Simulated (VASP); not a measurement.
# Mn3Sn (P6_3/mmc) in VASP: single point with PBE

Aim: the single point of Mn3Sn with PBE.

Everything below comes from runs of VASP 6.6.1. Logs are shortened: lines on timing, memory, paths and dates and some standing lists are left out, and cuts for length are marked.

## Step 1: The cell of the first run

Symmetry: P6_3/mmc, No. 194, hexagonal system. Conventional cell: a = 5.670 Å, b = 5.670 Å, c = 4.530 Å, α = 90.00°, β = 90.00°, γ = 120.00°. Within 3.6 Å of Mn (site symmetry mm2) lie 8 Mn at 2.75 to 2.92 Å and 4 Sn at 2.82 to 2.84 Å. Sn (site symmetry -6m2) has 12 Mn at 2.82 to 2.84 Å within 3.7 Å.

## Step 2: Single point, PBE, collinear spin, ferromagnetic start

File INCAR:

```
ALGO     = Normal         # electronic algorithm
EDIFF    = 1E-7           # SCF threshold, eV
ENCUT    = 520            # plane-wave cutoff, eV
GGA      = PE             # functional
ISIF     = 2              # what is computed and relaxed
ISMEAR   = -1             # smearing method
ISPIN    = 2              # spin polarisation
LASPH    = True           # aspherical terms in the spheres
LCHARG   = False          # write CHGCAR
LMAXMIX  = 4              # l up to which the mixer works
LORBIT   = 11             # projections on sites
LREAL    = False          # projectors in reciprocal space
LWAVE    = False          # write WAVECAR
MAGMOM   = 4 4 4 4 4 4 0 0 # initial moments
NBANDS   = 67             # bands
NELM     = 150            # most SCF steps
PREC     = Accurate       # precision mode
SIGMA    = 0.05           # smearing width, eV
```

File KPOINTS:

```
k-points
0
Gamma
  7 7 7
```

File POSCAR:

```
Mn3Sn
1.0
    5.6699982509      0.0000000000      0.0000000000
   -2.8349991254      4.9103625247      0.0000000000
    0.0000000000      0.0000000000      4.5300000000
Mn Sn
6 2
Direct
    0.8384859348      0.6769718696      0.2500000000
    0.1615140652      0.8384859348      0.7500000000
    0.3230281304      0.1615140652      0.2500000000
    0.1615140652      0.3230281304      0.7500000000
    0.8384859348      0.1615140652      0.2500000000
    0.6769718696      0.8384859348      0.7500000000
    0.3333333333      0.6666666667      0.2500000000
    0.6666666667      0.3333333333      0.7500000000
```

Potentials or basis: VASP PAW PBE potentials, release 64 (Mn_pv, Sn_d).

Launch:

```
> cat potpaw_PBE.64/Mn_pv/POTCAR potpaw_PBE.64/Sn_d/POTCAR > POTCAR
> mpirun -np 1 vasp_std > vasp.out
```

OUTCAR:

```text
EDIFF = 1E-7
   ENCUT = 520
   GGA = PE
   ISIF = 2
   ISMEAR = -1
   ISPIN = 2
   LASPH = True
   LORBIT = 11
   LREAL = False
   NELM = 150
   PREC = Accurate

 ion  position               nearest neighbor table
   1  0.838  0.677  0.250-   5 2.75   3 2.75   6 2.77   6 2.77   2 2.77   2 2.77   8 2.82   8 2.82
                             7 2.84   7 2.84   5 2.92   3 2.92
   2  0.162  0.838  0.750-   4 2.75   6 2.75   3 2.77   3 2.77   1 2.77   1 2.77   7 2.82   7 2.82
                             8 2.84   8 2.84   4 2.92   6 2.92
   3  0.323  0.162  0.250-   5 2.75   1 2.75   4 2.77   4 2.77   2 2.77   2 2.77   8 2.82   8 2.82
                             7 2.84   7 2.84   5 2.92   1 2.92
   4  0.162  0.323  0.750-   2 2.75   6 2.75   3 2.77   3 2.77   5 2.77   5 2.77   7 2.82   7 2.82
                             8 2.84   8 2.84   2 2.92   6 2.92
   5  0.838  0.162  0.250-   1 2.75   3 2.75   6 2.77   6 2.77   4 2.77   4 2.77   8 2.82   8 2.82
                             7 2.84   7 2.84   1 2.92   3 2.92
   6  0.677  0.838  0.750-   2 2.75   4 2.75   1 2.77   1 2.77   5 2.77   5 2.77   7 2.82   7 2.82
                             8 2.84   8 2.84   2 2.92   4 2.92
   7  0.333  0.667  0.250-   2 2.82   2 2.82   4 2.82   4 2.82   6 2.82   6 2.82   3 2.84   1 2.84
                             5 2.84   5 2.84   3 2.84   1 2.84
   8  0.667  0.333  0.750-   5 2.82   5 2.82   1 2.82   1 2.82   3 2.82   3 2.82   6 2.84   4 2.84
                             2 2.84   2 2.84   6 2.84   4 2.84

  LATTYP: Found a hexagonal cell.
 ALAT       =     5.6699982509
 C/A-ratio  =     0.7989420454

  Lattice vectors:

 A1 = (   5.6699982509,   0.0000000000,   0.0000000000)
 A2 = (  -2.8349991254,   4.9103625247,   0.0000000000)
 A3 = (   0.0000000000,   0.0000000000,   4.5300000000)

Analysis of symmetry for initial positions (statically):
=====================================================================
 Subroutine PRICEL returns:
 Original cell was already a primitive cell.

 Routine SETGRP: Setting up the symmetry group for a
 hexagonal supercell.

 Subroutine GETGRP returns: Found 24 space group operations
 (whereof 12 operations were pure point group operations)
 out of a pool of 24 trial point group operations.

The static configuration has the point symmetry D_3d.
 The point group associated with its full space group is D_6h.

Analysis of symmetry for dynamics (positions and initial velocities):
=====================================================================
 Subroutine PRICEL returns:
 Original cell was already a primitive cell.

 Routine SETGRP: Setting up the symmetry group for a
 hexagonal supercell.

 Subroutine GETGRP returns: Found 24 space group operations
 (whereof 12 operations were pure point group operations)
 out of a pool of 24 trial point group operations.

The dynamic configuration has the point symmetry D_3d.
 The point group associated with its full space group is D_6h.

Analysis of structural, dynamic, and magnetic symmetry:
=====================================================================
 Subroutine PRICEL returns:
 Original cell was already a primitive cell.

 Routine SETGRP: Setting up the symmetry group for a
 hexagonal supercell.

 Subroutine GETGRP returns: Found 24 space group operations
 (whereof 12 operations were pure point group operations)
 out of a pool of 24 trial point group operations.

The overall configuration has the point symmetry D_3d.
 The point group associated with its full space group is D_6h.

 Subroutine INISYM returns: Found 24 space group operations
 (whereof 12 operations are pure point group operations),
 and found     1 'primitive' translations

----------------------------------------------------------------------------------------

                                     Primitive cell

  volume of cell :     126.1231

  direct lattice vectors                    reciprocal lattice vectors
     5.669998251  0.000000000  0.000000000     0.176366897  0.101825476  0.000000000
    -2.834999125  4.910362525  0.000000000     0.000000000  0.203650951  0.000000000
     0.000000000  0.000000000  4.530000000     0.000000000  0.000000000  0.220750552

  length of vectors
     5.669998251  5.669998251  4.530000000     0.203650951  0.203650951  0.220750552

  position of ions in fractional coordinates (direct lattice)
     0.838485935  0.676971870  0.250000000
     0.161514065  0.838485935  0.750000000
     0.323028130  0.161514065  0.250000000
     0.161514065  0.323028130  0.750000000
     0.838485935  0.161514065  0.250000000
     0.676971870  0.838485935  0.750000000
     0.333333333  0.666666667  0.250000000
     0.666666667  0.333333333  0.750000000

  ion indices of the primitive-cell ions
   primitive index   ion index
                 1           1
                 2           2
                 3           3
                 4           4
[... 24 lines left out ...]
     0.000000000  0.000000000  0.000000000

 Subroutine IBZKPT returns following result:
 ===========================================

 Found     32 irreducible k-points:

 Following reciprocal coordinates:
            Coordinates               Weight
  0.000000  0.000000  0.000000      1.000000
  0.142857  0.000000  0.000000      6.000000
  0.285714 -0.000000  0.000000      6.000000
  0.428571  0.000000  0.000000      6.000000
  0.142857  0.142857  0.000000      6.000000
  0.285714  0.142857  0.000000     12.000000
[... 16 lines left out ...]
  0.428571  0.142857  0.285714     12.000000
  0.285714  0.285714  0.285714     12.000000
 [... further k-points ...]
   k-points           NKPTS =     32   k-points in BZ     NKDIM =     32   number of bands    NBANDS=     67
   number of dos      NEDOS =    301   number of ions     NIONS =      8
   total plane-waves  NPLWV =  63504
   dimension x,y,z NGX =    42 NGY =   42 NGZ =   36
   dimension x,y,z NGXF=    84 NGYF=   84 NGZF=   72
   ions per type =               6   2
   NGX,Y,Z   is equivalent  to a cutoff of  12.31, 12.31, 13.21 a.u.
   NGXF,Y,Z  is equivalent  to a cutoff of  24.63, 24.63, 26.42 a.u.
 SYSTEM =  unknown system
   PREC   = accura    normal or accurate (medium, high low for compatibility)
   ISTART =      0    job   : 0-new  1-cont  2-samecut
   ICHARG =      2    charge: 1-file 2-atom 10-const
   ISPIN  =      2    spin polarized calculation?
   LNONCOLLINEAR =      F non collinear calculations
   LSORBIT =      F    spin-orbit coupling
   LASPH  =      T    aspherical Exc in radial PAW
   ENCUT  =  520.0 eV  38.22 Ry    6.18 a.u.  10.54 10.54  8.42*2*pi/ulx,y,z
   NELM   =    150;   NELMIN=  2; NELMDL= -5     # of ELM steps
   EDIFF  = 0.1E-06   stopping-criterion for ELM
   LREAL  =      F    real-space projection
   EDIFFG = 0.1E-05   stopping-criterion for IOM
   NSW    =      0    number of steps for IOM
   IBRION =     -1    ionic relax: 0-MD 1-quasi-New 2-CG
   NFREE  =      0    steps in history (QN), initial steepest desc. (CG)
   ISIF   =      2    stress and relaxation
   ISYM   =      2    0-nonsym 1-usesym 2-fastsym
   POTIM  = 0.5000    time-step for ionic-motion
   TEBEG  =    0.0;   TEEND  =   0.0 temperature during run
   PSTRESS=    0.0 pullay stress
   NELECT =     106.0000    total number of electrons
   NUPDOWN=      -1.0000    fix difference up-down
   EMIN   =  10.00;   EMAX   =-10.00  energy-range for DOS
   EFERMI =   0.00;   METHOD = LEGACY
   ISMEAR =    -1;   SIGMA  =   0.05  broadening in eV -4-tet -1-fermi 0-gaus
   EFERMI_NEDOS =   21; number of points for ismear=-14 and -15
   IALGO  =     38    algorithm
   IMIX   =      4    mixing-type and parameters
     AMIX     =   0.40;   BMIX     =  1.00
     AMIX_MAG =   1.60;   BMIX_MAG =  1.00
  volume/ion in A,a.u.               =      15.77       106.39
  Fermi-wavevector in a.u.,A,eV,Ry     =   1.544941  2.919515 32.474965  2.386843
  Thomas-Fermi vector in A             =   2.650390
   LORBIT       =     11    0 simple, 1 ext, 2 COOP (PROOUT), +10 PAW based schemes
   GGA     = PE    functional components
   LHFCALC =     F    Hartree Fock is set to
   AEXX    =    0.0000 exact exchange contribution
   IVDW    =     0    specifies the selected vdW correction
   LEPSILON=     F    determine dielectric tensor
   LRPA    =     F    only Hartree local field effects (RPA)
 spin polarized calculation
  energy-cutoff  :      520.00
  volume of cell :      126.12
 maximum number of plane-waves:      3437
 NGX is ok and might be reduce to    42
   NGX = 21   NGY = 21   NGZ = 17

 number of electron     106.0000013 magnetization      18.6745967

 Free energy of the ion-electron system (eV)
  ---------------------------------------------------
  ext. energy  EPLUGINS =         0.00000000
  ---------------------------------------------------
  free energy    TOTEN  =       -60.14492374 eV

  energy without entropy =      -60.09694068  energy(sigma->0) =      -60.12093221

 E-fermi :   8.9485     XC(G=0): -12.1310

 val. band max:        8.9437028861   @ k =   0.2857   0.2857   0.2857
 cond. band min:       8.9526106938   @ k =   0.2857  -0.0000   0.0000
 fundamental gap:      0.0089078077
 Fermi energy:         8.9485137931

 spin component 1

 k-point     1 :       0.0000    0.0000    0.0000
  band No.  band energies     occupation
      1     -40.3538      1.00000
      2     -40.3411      1.00000
      3     -40.3411      1.00000
      4     -40.3189      1.00000
      5     -40.3189      1.00000
      6     -40.2999      1.00000
[... 1621 lines left out ...]
     64       9.1637      0.01333
     65      10.4472      0.00000

 [... further k-points ...]

 spin component 2

 k-point     1 :       0.0000    0.0000    0.0000
  band No.  band energies     occupation
      1     -37.0727      1.00000
      2     -37.0523      1.00000
      3     -37.0305      1.00000
      4     -37.0305      1.00000
      5     -37.0117      1.00000
      6     -37.0117      1.00000
[... 1621 lines left out ...]
     64      11.8406      0.00000
     65      12.4431      0.00000

 [... further k-points ...]

 [bands above 65 left out]

------------------------ aborting loop because EDIFF is reached ----------------------------------------

  FORCE on cell =-STRESS in cart. coord.  units (eV):
  Direction    XX          YY          ZZ          XY          YZ          ZX
  --------------------------------------------------------------------------------------
  -------------------------------------------------------------------------------------
  Total       -3.2317063     -3.2317063     -2.5467825     -0.0000000      0.0000000      0.0000000
  in kB      -41.0532732    -41.0532732    -32.3524928     -0.0000000      0.0000000      0.0000000
  external PRESSURE =     -38.1530130 kB  Pullay stress =       0.0000000 kB

 VOLUME and BASIS-vectors are now :
 -----------------------------------------------------------------------------
  energy-cutoff  :      520.00
  volume of cell :      126.12
      direct lattice vectors                 reciprocal lattice vectors
     5.669998251  0.000000000  0.000000000     0.176366897  0.101825476  0.000000000
    -2.834999125  4.910362525  0.000000000     0.000000000  0.203650951  0.000000000
     0.000000000  0.000000000  4.530000000     0.000000000  0.000000000  0.220750552

 POSITION                                       TOTAL-FORCE (eV/Angst)
 -----------------------------------------------------------------------------------
      2.83500      3.32418      1.13250        -0.000000     -0.002231      0.000000
     -1.46132      4.11727      3.39750         0.001932     -0.001115      0.000000
      1.37368      0.79309      1.13250         0.001932      0.001115     -0.000000
      0.00000      1.58619      3.39750         0.000000      0.002231     -0.000000
      4.29632      0.79309      1.13250        -0.001932      0.001115      0.000000
      1.46132      4.11727      3.39750        -0.001932     -0.001115      0.000000
     -0.00000      3.27358      1.13250        -0.000000     -0.000000      0.000000
      2.83500      1.63679      3.39750        -0.000000     -0.000000      0.000000
 -----------------------------------------------------------------------------------
    total drift:                               -0.000000      0.000000      0.000000

  FREE ENERGIE OF THE ION-ELECTRON SYSTEM (eV)
  ---------------------------------------------------
  free  energy   TOTEN  =       -60.1449237439 eV

  energy  without entropy=      -60.0969406828  energy(sigma->0) =      -60.12093221

 total charge

# of ion       s       p       d       tot
------------------------------------------
    1        0.297   6.226   5.059  11.582
    2        0.297   6.226   5.059  11.582
    3        0.297   6.226   5.059  11.582
    4        0.297   6.226   5.059  11.582
    5        0.297   6.226   5.059  11.582
    6        0.297   6.226   5.059  11.582
    7        1.086   1.315  10.047  12.448
    8        1.086   1.315  10.047  12.448
--------------------------------------------------
tot          3.953  39.986  50.451  94.390

 magnetization (x)

# of ion       s       p       d       tot
------------------------------------------
    1        0.003   0.012   3.076   3.092
    2        0.003   0.012   3.076   3.092
    3        0.003   0.012   3.076   3.092
    4        0.003   0.012   3.076   3.092
    5        0.003   0.012   3.076   3.092
    6        0.003   0.012   3.076   3.092
    7       -0.030  -0.177   0.013  -0.194
    8       -0.030  -0.177   0.013  -0.194
--------------------------------------------------
tot         -0.039  -0.279  18.481  18.163
```

Run time: 15 min. Hardware: 1 thread of Oxide Virtual Turin-like, shared host; peak memory 0.5 GiB.

What came out:

- Free energy: -60.1449 eV
- Pressure: -3.8 GPa
- Net moment: 18.67 μB per cell
- Site moments: Mn +3.09; Sn -0.19 μB
- Valence electrons inside the program's atomic spheres: Mn 11.58; Sn 12.45

Forces on the atoms (eV/Å):
```
Mn   0.000 -0.002  0.000
Mn   0.002 -0.001  0.000
Mn   0.002  0.001  0.000
Mn   0.000  0.002  0.000
Mn  -0.002  0.001  0.000
Mn  -0.002 -0.001  0.000
Sn   0.000  0.000  0.000
Sn   0.000  0.000  0.000
```

Caveat: the cell stands under tension; spin-orbit coupling is left out, which moves the levels of the heavy elements.
